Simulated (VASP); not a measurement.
# BaMg6Ti (P-6m2) in VASP: a series of runs

The runs below take BaMg6Ti through single point, with PBE.

Everything below comes from runs of VASP 6.6.1. Logs are shortened: lines on timing, memory, paths and dates and some standing lists are left out, and cuts for length are marked.

## Step 1: The cell of the first run

The structure is hexagonal, space group P-6m2 (No. 187). Conventional cell: a = 6.547 Å, b = 6.547 Å, c = 5.180 Å, α = 90.00°, β = 90.00°, γ = 120.00°. Ba (site symmetry -6m2) has 12 Mg at 3.28 Å within 4.3 Å. Ti (site symmetry -6m2) has 12 Mg at 3.12 to 3.28 Å within 4.1 Å. Mg (site symmetry mm2) has 8 Mg at 3.00 to 3.55 Å and 2 Ti at 3.12 Å and 2 Ba at 3.28 Å within 3.9 Å. Mg (site symmetry mm2) has 8 Mg at 3.07 to 3.48 Å and 2 Ti at 3.28 Å and 2 Ba at 3.28 Å within 4.0 Å.

## Step 2: Single point, PBE

Input file INCAR:

```
SYSTEM = BaMg6Ti
  ALGO = Normal
  EDIFF = 1E-7
  ENCUT = 520
  GGA = PE
  ISIF = 2
  ISMEAR = -1
  LASPH = .True.
  LCHARG = .True.
  LELF = .True.
  LREAL = .False.
  LVHAR = .True.
  LWAVE = .False.
  NBANDS = 27
  NELM = 60
  PREC = Accurate
  SIGMA = 0.05
```

Input file KPOINTS:

```
k-points
0
Gamma
  5 5 5
  0 0 0
```

Input file POSCAR:

```
BaMg6Ti
1.0
    6.5467304120      0.0000000000      0.0000000000
   -3.2733652059      5.6696348485      0.0000000000
    0.0000000000      0.0000000000      5.1798534665
Ba Ti Mg
1 1 6
Direct
    0.0000000000      0.0000000000      0.0000000000
    0.6666666667      0.3333333333      0.5000000000
    0.5140310000      0.4859690000      0.0000000000
    0.9719380000      0.4859690000      0.0000000000
    0.5140310000      0.0280620000      0.0000000000
    0.1770245000      0.8229755000      0.5000000000
    0.6459510000      0.8229755000      0.5000000000
    0.1770245000      0.3540490000      0.5000000000
```

Potentials or basis: VASP PAW PBE potentials, release 64 (Ba_sv, Ti_sv, Mg).

The run is started by

```sh
$ cat potpaw_PBE.64/Ba_sv/POTCAR potpaw_PBE.64/Ti_sv/POTCAR potpaw_PBE.64/Mg/POTCAR > POTCAR
$ mpirun -np 1 vasp_std > vasp.out
```

OUTCAR:

```text
SYSTEM = BaMg6Ti
   EDIFF = 1E-7
   ENCUT = 520
   GGA = PE
   ISIF = 2
   ISMEAR = -1
   LASPH = .True.
   LREAL = .False.
   NELM = 60
   PREC = Accurate

 ion  position               nearest neighbor table
   1  0.000  0.000  0.000-   6 3.28   6 3.28   8 3.28   8 3.28   7 3.28   7 3.28   4 3.28   4 3.28
                             5 3.28   5 3.28   3 3.28   3 3.28
   2  0.667  0.333  0.500-   5 3.12   5 3.12   4 3.12   4 3.12   3 3.12   3 3.12   7 3.28   8 3.28
                             6 3.28   6 3.28   7 3.28   8 3.28
   3  0.514  0.486  0.000-   5 3.00   4 3.00   2 3.12   2 3.12   7 3.23   7 3.23   8 3.23   8 3.23
                             1 3.28   1 3.28   5 3.55   4 3.55
   4  0.972  0.486  0.000-   3 3.00   5 3.00   2 3.12   2 3.12   8 3.23   8 3.23   6 3.23   6 3.23
                             1 3.28   1 3.28   3 3.55   5 3.55
   5  0.514  0.028  0.000-   3 3.00   4 3.00   2 3.12   2 3.12   7 3.23   7 3.23   6 3.23   6 3.23
                             1 3.28   1 3.28   3 3.55   4 3.55
   6  0.177  0.823  0.500-   8 3.07   7 3.07   4 3.23   4 3.23   5 3.23   5 3.23   2 3.28   2 3.28
                             1 3.28   1 3.28   8 3.48   7 3.48
   7  0.646  0.823  0.500-   6 3.07   8 3.07   5 3.23   5 3.23   3 3.23   3 3.23   2 3.28   2 3.28
                             1 3.28   1 3.28   6 3.48   8 3.48
   8  0.177  0.354  0.500-   6 3.07   7 3.07   4 3.23   4 3.23   3 3.23   3 3.23   2 3.28   2 3.28
                             1 3.28   1 3.28   6 3.48   7 3.48

  LATTYP: Found a hexagonal cell.
 ALAT       =     6.5467304120
 C/A-ratio  =     0.7912122755

  Lattice vectors:

 A1 = (   6.5467304120,   0.0000000000,   0.0000000000)
 A2 = (  -3.2733652059,   5.6696348485,   0.0000000000)
 A3 = (   0.0000000000,   0.0000000000,   5.1798534665)

Analysis of symmetry for initial positions (statically):
=====================================================================
 Subroutine PRICEL returns:
 Original cell was already a primitive cell.

 Routine SETGRP: Setting up the symmetry group for a
 hexagonal supercell.

 Subroutine GETGRP returns: Found 12 space group operations
 (whereof 12 operations were pure point group operations)
 out of a pool of 24 trial point group operations.

The static configuration has the point symmetry D_3h.

Analysis of symmetry for dynamics (positions and initial velocities):
=====================================================================
 Subroutine PRICEL returns:
 Original cell was already a primitive cell.

 Routine SETGRP: Setting up the symmetry group for a
 hexagonal supercell.

 Subroutine GETGRP returns: Found 12 space group operations
 (whereof 12 operations were pure point group operations)
 out of a pool of 24 trial point group operations.

The dynamic configuration has the point symmetry D_3h.

 Subroutine INISYM returns: Found 12 space group operations
 (whereof 12 operations are pure point group operations),
 and found     1 'primitive' translations

----------------------------------------------------------------------------------------

                                     Primitive cell

  volume of cell :     192.2636

  direct lattice vectors                    reciprocal lattice vectors
     6.546730412  0.000000000  0.000000000     0.152748004  0.088189101  0.000000000
    -3.273365206  5.669634849  0.000000000     0.000000000  0.176378202  0.000000000
     0.000000000  0.000000000  5.179853467     0.000000000  0.000000000  0.193055654

  length of vectors
     6.546730412  6.546730412  5.179853467     0.176378202  0.176378202  0.193055654

  position of ions in fractional coordinates (direct lattice)
     0.000000000  0.000000000  0.000000000
     0.666666667  0.333333333  0.500000000
     0.514031000  0.485969000  0.000000000
     0.971938000  0.485969000  0.000000000
     0.514031000  0.028062000  0.000000000
     0.177024500  0.822975500  0.500000000
     0.645951000  0.822975500  0.500000000
     0.177024500  0.354049000  0.500000000

  ion indices of the primitive-cell ions
   primitive index   ion index
                 1           1
                 2           2
                 3           3
                 4           4
                 5           5
                 6           6
                 7           7
                 8           8

----------------------------------------------------------------------------------------

 KPOINTS: k-points

Automatic generation of k-mesh.
 Grid dimensions read from file:
 generate k-points for:    5    5    5

 Generating k-lattice:

  Cartesian coordinates                     Fractional coordinates (reciprocal lattice)
     0.030549601  0.017637820  0.000000000     0.200000000  0.000000000  0.000000000
     0.000000000  0.035275640  0.000000000     0.000000000  0.200000000  0.000000000
     0.000000000  0.000000000  0.038611131     0.000000000  0.000000000  0.200000000

  Length of vectors
     0.035275640  0.035275640  0.038611131

  Shift w.r.t. Gamma in fractional coordinates (k-lattice)
     0.000000000  0.000000000  0.000000000

 Subroutine IBZKPT returns following result:
 ===========================================

 Found     15 irreducible k-points:

 Following reciprocal coordinates:
            Coordinates               Weight
  0.000000  0.000000  0.000000      1.000000
  0.200000  0.000000  0.000000      6.000000
  0.400000  0.000000  0.000000      6.000000
  0.200000  0.200000  0.000000      6.000000
  0.400000  0.200000  0.000000      6.000000
  0.000000  0.000000  0.200000      2.000000
  0.200000  0.000000  0.200000     12.000000
  0.400000  0.000000  0.200000     12.000000
  0.200000  0.200000  0.200000     12.000000
  0.400000  0.200000  0.200000     12.000000
  0.000000  0.000000  0.400000      2.000000
  0.200000  0.000000  0.400000     12.000000
  0.400000  0.000000  0.400000     12.000000
  0.200000  0.200000  0.400000     12.000000
  0.400000  0.200000  0.400000     12.000000
   k-points           NKPTS =     15   k-points in BZ     NKDIM =     15   number of bands    NBANDS=     27
   number of dos      NEDOS =    301   number of ions     NIONS =      8
   total plane-waves  NPLWV = 100000
   dimension x,y,z NGX =    50 NGY =   50 NGZ =   40
   dimension x,y,z NGXF=   100 NGYF=  100 NGZF=   80
   ions per type =               1   1   6
   NGX,Y,Z   is equivalent  to a cutoff of  12.70, 12.70, 12.84 a.u.
   NGXF,Y,Z  is equivalent  to a cutoff of  25.39, 25.39, 25.68 a.u.
 SYSTEM =  BaMg6Ti
   PREC   = accura    normal or accurate (medium, high low for compatibility)
   ISTART =      0    job   : 0-new  1-cont  2-samecut
   ICHARG =      2    charge: 1-file 2-atom 10-const
   ISPIN  =      1    spin polarized calculation?
   LNONCOLLINEAR =      F non collinear calculations
   LSORBIT =      F    spin-orbit coupling
   LASPH  =      T    aspherical Exc in radial PAW
   ENCUT  =  520.0 eV  38.22 Ry    6.18 a.u.  12.17 12.17  9.63*2*pi/ulx,y,z
   NELM   =     60;   NELMIN=  2; NELMDL= -5     # of ELM steps
   EDIFF  = 0.1E-06   stopping-criterion for ELM
   LREAL  =      F    real-space projection
   EDIFFG = 0.1E-05   stopping-criterion for IOM
   NSW    =      0    number of steps for IOM
   IBRION =     -1    ionic relax: 0-MD 1-quasi-New 2-CG
   NFREE  =      0    steps in history (QN), initial steepest desc. (CG)
   ISIF   =      2    stress and relaxation
   ISYM   =      2    0-nonsym 1-usesym 2-fastsym
   POTIM  = 0.5000    time-step for ionic-motion
   TEBEG  =    0.0;   TEEND  =   0.0 temperature during run
   PSTRESS=    0.0 pullay stress
   NELECT =      34.0000    total number of electrons
   NUPDOWN=      -1.0000    fix difference up-down
   EMIN   =  10.00;   EMAX   =-10.00  energy-range for DOS
   EFERMI =   0.00;   METHOD = LEGACY
   ISMEAR =    -1;   SIGMA  =   0.05  broadening in eV -4-tet -1-fermi 0-gaus
   EFERMI_NEDOS =   21; number of points for ismear=-14 and -15
   IALGO  =     38    algorithm
   IMIX   =      4    mixing-type and parameters
     AMIX     =   0.40;   BMIX     =  1.00
     AMIX_MAG =   1.60;   BMIX_MAG =  1.00
  volume/ion in A,a.u.               =      24.03       162.18
  Fermi-wavevector in a.u.,A,eV,Ry     =   0.918901  1.736471 11.488478  0.844379
  Thomas-Fermi vector in A             =   2.044035
   LORBIT       =      0    0 simple, 1 ext, 2 COOP (PROOUT), +10 PAW based schemes
   GGA     = PE    functional components
   LHFCALC =     F    Hartree Fock is set to
   AEXX    =    0.0000 exact exchange contribution
   IVDW    =     0    specifies the selected vdW correction
   LEPSILON=     F    determine dielectric tensor
   LRPA    =     F    only Hartree local field effects (RPA)
 non-spin polarized calculation
  energy-cutoff  :      520.00
  volume of cell :      192.26
 maximum number of plane-waves:      5227
 NGX is ok and might be reduce to    50
   NGX = 25   NGY = 25   NGZ = 19

 number of electron      33.9999999 magnetization

 Free energy of the ion-electron system (eV)
  ---------------------------------------------------
  ext. energy  EPLUGINS =         0.00000000
  ---------------------------------------------------
  free energy    TOTEN  =       -17.14164715 eV

  energy without entropy =      -17.07747609  energy(sigma->0) =      -17.10956162

 E-fermi :   3.1159     XC(G=0):  -8.9394

 val. band max:        3.1056299377   @ k =   0.2000   0.0000   0.2000
 cond. band min:       3.1230741614   @ k =   0.2000   0.2000   0.0000
 fundamental gap:      0.0174442237
 Fermi energy:         3.1159117220

 k-point     1 :       0.0000    0.0000    0.0000
  band No.  band energies     occupation
      1     -54.0518      2.00000
      2     -30.3412      2.00000
      3     -30.2727      2.00000
      4     -30.2727      2.00000
      5     -24.4996      2.00000
      6     -10.0116      2.00000
[... 19 lines left out ...]
     26       6.0288      0.00000
     27       6.5908      0.00000
[... 391 lines left out ...]
 k-point    15 :       0.4000    0.2000    0.4000
  band No.  band energies     occupation
      1     -54.0518      2.00000
      2     -30.3416      2.00000
      3     -30.2727      2.00000
      4     -30.2726      2.00000
      5     -24.4964      2.00000
      6     -10.0224      2.00000
[... 19 lines left out ...]
     26       6.3159      0.00000
     27       6.4487      0.00000

------------------------ aborting loop because EDIFF is reached ----------------------------------------

  FORCE on cell =-STRESS in cart. coord.  units (eV):
  Direction    XX          YY          ZZ          XY          YZ          ZX
  --------------------------------------------------------------------------------------
  -------------------------------------------------------------------------------------
  Total        2.8689053      2.8689053      1.7430430      0.0000000     -0.0000000      0.0000000
  in kB       23.9072580     23.9072580     14.5251843      0.0000000     -0.0000000      0.0000000
  external PRESSURE =      20.7799001 kB  Pullay stress =       0.0000000 kB

 VOLUME and BASIS-vectors are now :
 -----------------------------------------------------------------------------
  energy-cutoff  :      520.00
  volume of cell :      192.26
      direct lattice vectors                 reciprocal lattice vectors
     6.546730412  0.000000000  0.000000000     0.152748004  0.088189101  0.000000000
    -3.273365206  5.669634849  0.000000000     0.000000000  0.176378202  0.000000000
     0.000000000  0.000000000  5.179853467     0.000000000  0.000000000  0.193055654

 POSITION                                       TOTAL-FORCE (eV/Angst)
 -----------------------------------------------------------------------------------
      0.00000      0.00000      0.00000        -0.000000     -0.000000      0.000000
      3.27337      1.88988      2.58993        -0.000000     -0.000000      0.000000
      1.77447      2.75527      0.00000        -0.210535      0.121552      0.000000
      4.77226      2.75527      0.00000         0.210535      0.121552      0.000000
      3.27337      0.15910      0.00000        -0.000000     -0.243105     -0.000000
     -1.53497      4.66597      2.58993        -0.015139      0.008741      0.000000
      1.53497      4.66597      2.58993         0.015139      0.008741      0.000000
      0.00000      2.00733      2.58993        -0.000000     -0.017481     -0.000000
 -----------------------------------------------------------------------------------
    total drift:                               -0.000000      0.000000      0.000000

  FREE ENERGIE OF THE ION-ELECTRON SYSTEM (eV)
  ---------------------------------------------------
  free  energy   TOTEN  =       -17.1416471506 eV

  energy  without entropy=      -17.0774760874  energy(sigma->0) =      -17.10956162
```

It took 3.6 min on 1 thread of AMD EPYC 7R13, shared host; peak memory 0.32 GiB.

What came out:

```
Free energy            : -17.1416 eV
Pressure               : 2.1 GPa
Largest force          : 0.243 eV/Å
Band gap on the k mesh : zero (bands 17 and 18 overlap by 0.19 eV)
```

Forces in eV/Å, atoms in the order of the input:
```
Ba   0.000  0.000  0.000
Ti   0.000  0.000  0.000
Mg  -0.211  0.122  0.000
Mg   0.211  0.122  0.000
Mg   0.000 -0.243  0.000
Mg  -0.015  0.009  0.000
Mg   0.015  0.009  0.000
Mg   0.000 -0.017  0.000
```

Levels at points of the mesh, in eV from the Fermi level:
```tsv
k point	band 14	band 15	band 16	band 17	band 18	band 19	band 20	band 21
(0.00, 0.00, 0.00)	-0.85	-0.85	-0.56	0.09	0.09	0.54	1.20	1.26
```

Caveat: spin-orbit coupling is left out, which moves the levels of the heavy elements.

(Part 1 of 2 ends here.)
